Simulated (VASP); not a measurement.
# SnO in VASP: a series of runs, part 3 of 3

VASP 6.6.1.

## (5) Single point, PBE+D3(BJ) (strain along y +0.020, then relaxed in part)

Input file INCAR:

```
SYSTEM = SnO
PREC = Accurate
ENCUT = 520
EDIFF = 1E-6
ISMEAR = 0
SIGMA = 0.02
LREAL = .False.
LASPH = .True.
NELM = 100
ALGO = Normal
ISIF = 2
LWAVE = .False.
LCHARG = .False.
LDIPOL = .True.
IDIPOL = 3
DIPOL = 0.5 0.5 0.500
GGA = PE
IVDW = 12
NBANDS = 28
```

Input file KPOINTS:

```
regular mesh
0
Gamma
  6 6 1
  0 0 0
```

Input file POSCAR:

```
SnO
1.0
    3.8205592230     -0.0000144678      0.0000000000
    0.0000147572      3.8969704075      0.0000000000
    0.0000000000      0.0000000000     30.6349243709
Sn O
2 2
Direct
    0.7499972411      0.2500027589      0.4618255758
    0.2499972411      0.7500027589      0.5381744242
    0.2499972411      0.2500027589      0.5006624024
    0.7499972411      0.7500027589      0.4993375976
```

Potentials or basis: VASP PAW PBE potentials, release 64 (Sn_d, O).

Run with:

```
$ cat potpaw_PBE.64/Sn_d/POTCAR potpaw_PBE.64/O/POTCAR > POTCAR
$ mpirun -np 1 vasp_std > vasp.out
```

OUTCAR:

```text
SYSTEM = SnO
   PREC = Accurate
   ENCUT = 520
   EDIFF = 1E-6
   ISMEAR = 0
   LREAL = .False.
   LASPH = .True.
   NELM = 100
   ISIF = 2
   GGA = PE
   IVDW = 12
 IVDW          = 12

 ion  position               nearest neighbor table
   1  0.750  0.250  0.462-   3 2.25   3 2.25   4 2.26   4 2.26   2 3.59   2 3.59   2 3.59   2 3.59

   2  0.250  0.750  0.538-   4 2.25   4 2.25   3 2.26   3 2.26   1 3.59   1 3.59   1 3.59   1 3.59

   3  0.250  0.250  0.501-   1 2.25   1 2.25   2 2.26   2 2.26
   4  0.750  0.750  0.499-   2 2.25   2 2.25   1 2.26   1 2.26

  LATTYP: Found a simple orthorhombic cell.
 ALAT       =     3.8205592230
 B/A-ratio  =     1.0200000000
 C/A-ratio  =     8.0184398625

  Lattice vectors:

 A1 = (   3.8205592230,  -0.0000144678,   0.0000000000)
 A2 = (   0.0000147572,   3.8969704075,   0.0000000000)
 A3 = (   0.0000000000,   0.0000000000,  30.6349243709)

Analysis of symmetry for initial positions (statically):
=====================================================================
 Subroutine PRICEL returns:
 Original cell was already a primitive cell.

 Routine SETGRP: Setting up the symmetry group for a
 simple orthorhombic supercell.

 Subroutine GETGRP returns: Found  8 space group operations
 (whereof  1 operations were pure point group operations)
 out of a pool of  8 trial point group operations.

The static configuration has the point symmetry C_1 .
 The point group associated with its full space group is D_2h.

Analysis of symmetry for dynamics (positions and initial velocities):
=====================================================================
 Subroutine PRICEL returns:
 Original cell was already a primitive cell.

 Routine SETGRP: Setting up the symmetry group for a
 simple orthorhombic supercell.

 Subroutine GETGRP returns: Found  8 space group operations
 (whereof  1 operations were pure point group operations)
 out of a pool of  8 trial point group operations.

The dynamic configuration has the point symmetry C_1 .
 The point group associated with its full space group is D_2h.

 Subroutine INISYM returns: Found  8 space group operations
 (whereof  1 operations are pure point group operations),
 and found     1 'primitive' translations

----------------------------------------------------------------------------------------

                                     Primitive cell

  volume of cell :     456.1113

  direct lattice vectors                    reciprocal lattice vectors
     3.820559223 -0.000014468  0.000000000     0.261741787 -0.000000991  0.000000000
     0.000014757  3.896970408  0.000000000     0.000000972  0.256609596  0.000000000
     0.000000000  0.000000000 30.634924371     0.000000000  0.000000000  0.032642483

  length of vectors
     3.820559223  3.896970408 30.634924371     0.261741787  0.256609596  0.032642483

  position of ions in fractional coordinates (direct lattice)
     0.749997241  0.250002759  0.461825576
     0.249997241  0.750002759  0.538174424
     0.249997241  0.250002759  0.500662402
     0.749997241  0.750002759  0.499337598

  ion indices of the primitive-cell ions
   primitive index   ion index
                 1           1
[... 33 lines left out ...]
  0.166667  0.000000  0.000000      2.000000
  0.333333  0.000000  0.000000      2.000000
  0.500000  0.000000  0.000000      1.000000
  0.000000  0.166667  0.000000      2.000000
  0.166667  0.166667  0.000000      4.000000
[... 8 lines left out ...]
  0.333333  0.500000  0.000000      2.000000
  0.500000  0.500000  0.000000      1.000000
   k-points           NKPTS =     16   k-points in BZ     NKDIM =     16   number of bands    NBANDS=     28
   number of dos      NEDOS =    301   number of ions     NIONS =      4
   total plane-waves  NPLWV = 201600
   dimension x,y,z NGX =    28 NGY =   30 NGZ =  240
   dimension x,y,z NGXF=    56 NGYF=   60 NGZF=  480
   ions per type =               2   2
   NGX,Y,Z   is equivalent  to a cutoff of  12.18, 12.80, 13.02 a.u.
   NGXF,Y,Z  is equivalent  to a cutoff of  24.37, 25.60, 26.05 a.u.
 SYSTEM =  SnO
   PREC   = accura    normal or accurate (medium, high low for compatibility)
   ISTART =      0    job   : 0-new  1-cont  2-samecut
   ICHARG =      2    charge: 1-file 2-atom 10-const
   ISPIN  =      1    spin polarized calculation?
   LNONCOLLINEAR =      F non collinear calculations
   LSORBIT =      F    spin-orbit coupling
   LASPH  =      T    aspherical Exc in radial PAW
   ENCUT  =  520.0 eV  38.22 Ry    6.18 a.u.   7.10  7.25 56.96*2*pi/ulx,y,z
   NELM   =    100;   NELMIN=  2; NELMDL= -5     # of ELM steps
   EDIFF  = 0.1E-05   stopping-criterion for ELM
   LREAL  =      F    real-space projection
   EDIFFG = 0.1E-04   stopping-criterion for IOM
   NSW    =      0    number of steps for IOM
   IBRION =     -1    ionic relax: 0-MD 1-quasi-New 2-CG
   NFREE  =      0    steps in history (QN), initial steepest desc. (CG)
   ISIF   =      2    stress and relaxation
   ISYM   =      2    0-nonsym 1-usesym 2-fastsym
   POTIM  = 0.5000    time-step for ionic-motion
   TEBEG  =    0.0;   TEEND  =   0.0 temperature during run
   PSTRESS=    0.0 pullay stress
   NELECT =      40.0000    total number of electrons
   NUPDOWN=      -1.0000    fix difference up-down
   EMIN   =  10.00;   EMAX   =-10.00  energy-range for DOS
   EFERMI =   0.00;   METHOD = LEGACY
   ISMEAR =     0;   SIGMA  =   0.02  broadening in eV -4-tet -1-fermi 0-gaus
   EFERMI_NEDOS =   21; number of points for ismear=-14 and -15
   IALGO  =     38    algorithm
   IMIX   =      4    mixing-type and parameters
     AMIX     =   0.40;   BMIX     =  1.00
     AMIX_MAG =   1.60;   BMIX_MAG =  1.00
  volume/ion in A,a.u.               =     114.03       769.50
  Fermi-wavevector in a.u.,A,eV,Ry     =   0.727341  1.374475  7.197815  0.529024
  Thomas-Fermi vector in A             =   1.818540
   LORBIT       =      0    0 simple, 1 ext, 2 COOP (PROOUT), +10 PAW based schemes
   GGA     = PE    functional components
   LHFCALC =     F    Hartree Fock is set to
   AEXX    =    0.0000 exact exchange contribution
   IVDW    =    12    specifies the selected vdW correction
   LEPSILON=     F    determine dielectric tensor
   LRPA    =     F    only Hartree local field effects (RPA)
 non-spin polarized calculation
 Gauss-broadening in eV      SIGMA  =   0.02
  energy-cutoff  :      520.00
  volume of cell :      456.11
 maximum number of plane-waves:     12342
   NGX = 15   NGY = 15   NGZ =113

 dipolmoment           0.000000      0.000000      0.000000 electrons x Angstroem

 number of electron      39.9999992 magnetization

 dipolmoment           0.000000      0.000000     -0.000000 electrons x Angstroem

 Free energy of the ion-electron system (eV)
  ---------------------------------------------------
  ext. energy  EPLUGINS =         0.00000000
  ---------------------------------------------------
  free energy    TOTEN  =       -22.58306879 eV

  energy without entropy =      -22.58306879  energy(sigma->0) =      -22.58306879

 E-fermi :  -3.4962     XC(G=0):  -2.0724

 val. band max:       -3.5871054396   @ k =   0.1667   0.0000   0.0000
 cond. band min:      -0.6250827404   @ k =   0.0000   0.0000   0.0000
 fundamental gap:      2.9620226992
 Fermi energy:        -3.4961716408

 k-point     1 :       0.0000    0.0000    0.0000
  band No.  band energies     occupation
      1     -24.1942      2.00000
      2     -23.8449      2.00000
      3     -23.8173      2.00000
      4     -23.8167      2.00000
      5     -23.8007      2.00000
      6     -23.7755      2.00000
[... 485 lines left out ...]
     27       3.7507      0.00000
     28       3.7507      0.00000

------------------------ aborting loop because EDIFF is reached ----------------------------------------

 vacuum level on the upper side and lower side of the slab       (xc-potential included)        -0.006        -0.006

 Edisp (eV)   -0.53810

 E8    (eV) :    -0.2435

  FORCE on cell =-STRESS in cart. coord.  units (eV):
  Direction    XX          YY          ZZ          XY          YZ          ZX
  --------------------------------------------------------------------------------------
  -------------------------------------------------------------------------------------
  Total      -0.58800    -0.56114     0.12807     0.00000     0.00000     0.00000
  in kB      -2.06546    -1.97112     0.44988     0.00000     0.00000     0.00000
  external pressure =       -1.20 kB  Pullay stress =        0.00 kB

 VOLUME and BASIS-vectors are now :
 -----------------------------------------------------------------------------
  energy-cutoff  :      520.00
  volume of cell :      456.11
      direct lattice vectors                 reciprocal lattice vectors
     3.820559223 -0.000014468  0.000000000     0.261741787 -0.000000991  0.000000000
     0.000014757  3.896970408  0.000000000     0.000000972  0.256609596  0.000000000
     0.000000000  0.000000000 30.634924371     0.000000000  0.000000000  0.032642483

 POSITION                                       TOTAL-FORCE (eV/Angst)
 -----------------------------------------------------------------------------------
      2.86541      0.97424     14.14799        -0.000000      0.000000     -0.082928
      0.95514      2.92273     16.48693        -0.000000      0.000000      0.082928
      0.95513      0.97425     15.33775         0.000000      0.000000      0.000997
      2.86542      2.92273     15.29717         0.000000      0.000000     -0.000997
 -----------------------------------------------------------------------------------
    total drift:                               -0.000000      0.000000     -0.000000

  FREE ENERGIE OF THE ION-ELECTRON SYSTEM (eV)
  ---------------------------------------------------
  free  energy   TOTEN  =       -23.1211706003 eV

  energy  without entropy=      -23.1211706003  energy(sigma->0) =      -23.12117060

 vacuum level on the upper side and lower side of the slab         1.744         1.744
```

OSZICAR:

```text
N       E                     dE             d eps       ncg     rms          rms(c)
DAV:   1     0.322431659096E+03    0.32243E+03   -0.17831E+04  1112   0.115E+03
DAV:   2     0.345119355014E+02   -0.28792E+03   -0.27905E+03  1096   0.275E+02
DAV:   3    -0.244545864321E+02   -0.58967E+02   -0.58498E+02  1272   0.136E+02
DAV:   4    -0.266962258634E+02   -0.22416E+01   -0.22322E+01  1080   0.299E+01
[... 14 lines left out ...]
DAV:  19    -0.225830587594E+02   -0.42130E-05   -0.32895E-07   860   0.349E-03    0.150E-03
DAV:  20    -0.225830652561E+02   -0.64967E-05   -0.29221E-07   752   0.511E-03    0.389E-04
DAV:  21    -0.225830663846E+02   -0.11285E-05   -0.62996E-08   808   0.110E-03    0.269E-04
DAV:  22    -0.225830679715E+02   -0.15869E-05   -0.21696E-08   820   0.658E-04    0.206E-04
DAV:  23    -0.225830687937E+02   -0.82221E-06   -0.71943E-09   804   0.395E-04
   1 F= -.23121171E+02 E0= -.23121171E+02  d E =-.140660E-11
```

stdout:

```text
POSCAR found type information on POSCAR SnO
 POSCAR found :  2 types and       4 ions
 scaLAPACK will be used
 LDA part: xc-table for (Slater+PW92), standard interpolation
 POSCAR, INCAR and KPOINTS ok, starting setup
 FFT: planning ... GRIDC
 FFT: planning ... GRID_SOFT
 FFT: planning ... GRID
 WAVECAR not read
 entering main loop
```

It took 3.7 min on 1 thread of Intel Xeon Platinum 8488C (Sapphire Rapids), shared host; peak memory 0.54 GiB.

What came out:

```
Free energy                : -23.1212 eV
Largest force              : 0.083 eV/Å
Band gap on the k mesh     : 2.96 eV (least direct gap 3.00 eV)
Dispersion energy per atom : -0.135 eV
```

Forces on the atoms (eV/Å):
```
Sn   0.000  0.000 -0.083
Sn   0.000  0.000  0.083
O    0.000  0.000  0.001
O    0.000  0.000 -0.001
```

Caveat: the cell differs from its parent crystal (strain along y +0.020, then relaxed in part); spin-orbit coupling is left out, which moves the levels of the heavy elements.

## (6) Single point, PBE+D3(BJ) (strain along x +0.050, then relaxed in part)

Input file INCAR:

```
PREC = Accurate
ENCUT = 520
EDIFF = 1E-7
ISMEAR = 0
SIGMA = 0.02
LREAL = False
LASPH = True
NELM = 60
ALGO = Normal
ISIF = 2
LWAVE = False
LCHARG = False
LDIPOL = True
IDIPOL = 3
DIPOL = 0.5 0.5 0.500
GGA = PE
IVDW = 12
NBANDS = 28
```

Input file KPOINTS:

```
regular mesh
0
Gamma
  6 6 1
```

Input file POSCAR:

```
SnO
1.0
    4.0115871842     -0.0000152091      0.0000000000
    0.0000144848      3.8205592230      0.0000000000
    0.0000000000      0.0000000000     30.6349243709
Sn O
2 2
Direct
    0.7499972411      0.2500027589      0.4624774808
    0.2499972411      0.7500027589      0.5375225192
    0.2499972411      0.2500027589      0.4984467565
    0.7499972411      0.7500027589      0.5015532435
```

Potentials or basis: VASP PAW PBE potentials, release 64 (Sn_d, O).

Run with:

```
$ cat potpaw_PBE.64/Sn_d/POTCAR potpaw_PBE.64/O/POTCAR > POTCAR
$ mpirun -np 1 vasp_std > vasp.out
```

It took 4.8 min on 1 thread of Intel Xeon Platinum 8488C (Sapphire Rapids), shared host; peak memory 0.54 GiB.

It converged, with:

* Free energy: -23.0903 eV
* Largest force: 0.078 eV/Å
* Band gap on the k mesh: 2.73 eV (least direct gap 2.77 eV)
* Dispersion energy per atom: -0.131 eV

Forces in eV/Å, atoms in the order of the input:
```
Sn   0.000  0.000 -0.078
Sn   0.000  0.000  0.078
O    0.000  0.000 -0.007
O    0.000  0.000  0.007
```

Levels at points of the mesh, in eV from the valence-band top:
| k point | band 17 | band 18 | band 19 | band 20 | band 21 | band 22 | band 23 | band 24 |
| --- | --- | --- | --- | --- | --- | --- | --- | --- |
| (0.00, 0.00, 0.00) | -2.08 | -1.89 | -1.84 | -0.04 | 2.73 | 2.77 | 5.07 | 5.12 |
| (0.50, 0.00, 0.00) | -3.30 | -3.30 | -0.61 | -0.61 | 3.26 | 3.26 | 5.27 | 5.27 |
| (0.00, 0.50, 0.00) | -3.45 | -3.45 | -0.50 | -0.50 | 3.18 | 3.18 | 5.47 | 5.47 |
| (0.50, 0.50, 0.00) | -1.25 | -1.25 | -0.75 | -0.75 | 3.02 | 3.02 | 5.17 | 5.17 |

Caveat: the cell differs from its parent crystal (strain along x +0.050, then relaxed in part); spin-orbit coupling is left out, which moves the levels of the heavy elements.

## (7) Overview

| cell | gap on the mesh (eV) | largest force (eV/Å) |
| --- | --- | --- |
| a = 3.744, b = 3.821, c = 30.635 Å, 4 atoms, strain along x -0.020, then relaxed in part | 3.13 | 0.09 |
| a = 3.821, b = 3.744, c = 30.635 Å, 4 atoms, strain along y -0.020, then relaxed in part | 3.13 | 0.09 |
| a = 3.897, b = 3.821, c = 30.635 Å, 4 atoms, strain along x +0.020, then relaxed in part | 2.96 | 0.08 |
| a = 3.821, b = 3.897, c = 30.635 Å, 4 atoms, strain along y +0.020, then relaxed in part | 2.96 | 0.08 |
| a = 4.012, b = 3.821, c = 30.635 Å, 4 atoms, strain along x +0.050, then relaxed in part | 2.73 | 0.08 |

Alike in all rows: task single point; level PBE+D3(BJ); potentials or basis VASP PAW PBE potentials, release 64 (Sn_d, O); no spin polarisation; k mesh 6 × 6 × 1; cutoff (eV) 520; smearing gaussian 0.02 eV.

Caveats: spin-orbit coupling is left out, which moves the levels of the heavy elements.

Absolute energies hang on the potentials; compare differences alone.
